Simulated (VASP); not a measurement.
Wanted: the native input for a VASP 6.6.1 run.

| Property | Result |
| --- | --- |
| Task | relaxation of cell and atoms |
| Functional | PBE |
| Potentials or basis | VASP PAW PBE potentials, release 64 (Co, Al) |
| Cutoff | 600 eV |
| k mesh | 11 × 11 × 6 |
| Occupations | fermi-dirac, width 0.1 eV |
| Spin | no spin polarisation |
| Target pressure | 10 GPa |
| Dipole correction | no |
| Further INCAR settings | ALGO = Normal; EDIFF = 1e-07; IBRION = 2; EDIFFG = -0.005; NSW = 60; ISIF = 3 |

The structure of AlCo (NiAs type) lies in POSCAR:

```
AlCo
1.0
    3.3654550188      0.0000000000      0.0000000000
   -1.6827275094      2.9145695416      0.0000000000
    0.0000000000      0.0000000000      5.2164552791
Co Al
2 2
Direct
    0.0000000000      0.0000000000      0.0000000000
    0.0000000000      0.0000000000      0.5000000000
    0.3333333333      0.6666666667      0.2500000000
    0.6666666667      0.3333333333      0.7500000000
```

These files were run (other wordings do the same):

INCAR

```
SYSTEM = AlCo
  PREC = Accurate
  ENCUT = 600
  EDIFF = 1E-7
  ISMEAR = -1
  SIGMA = 0.1
  LREAL = .False.
  LASPH = .True.
  NELM = 80
  ALGO = Normal
  ISIF = 3
  LWAVE = .False.
  LCHARG = .False.
  GGA = PE
  IBRION = 2
  NSW = 60
  EDIFFG = -0.005
  PSTRESS = 100.0
```

KPOINTS

```
regular mesh
0
Gamma
  11 11 6
  0 0 0
```

Potentials or basis: VASP PAW PBE potentials, release 64 (Co, Al).

Run with:

```sh
$ cat potpaw_PBE.64/Co/POTCAR potpaw_PBE.64/Al/POTCAR > POTCAR
$ mpirun -np 1 vasp_std > vasp.out
```

It gave:

```
Relaxed volume                                             : 11.55 Å³/atom
Relaxed cell                                               : a = 2.671 Å, b = 2.671 Å, c = 7.477 Å, α = 90.00°, β = 90.00°, γ = 120.00°
Space group after relaxing (to 0.1 Å)                      : P6_3/mmc (No. 194)
Energy change on relaxing (the run minimises the enthalpy) : -313.7 meV/atom
Ionic steps                                                : 19
Pressure after relaxing                                    : 10.0 GPa
Band gap on the k mesh                                     : zero (bands 12 and 13 overlap by 1.45 eV)
```

Caveat: the cell is relaxed towards a set pressure, so the run minimises the enthalpy, not the energy; a cell axis changed by over 15 % at a fixed basis, so the end point is rough; the run has no spin polarisation, though such a crystal can be magnetic.

It took 15 min on 1 thread of AMD EPYC 7R43 64-Core Processor (Zen 3) (shared host), peak memory 0.21 GiB.
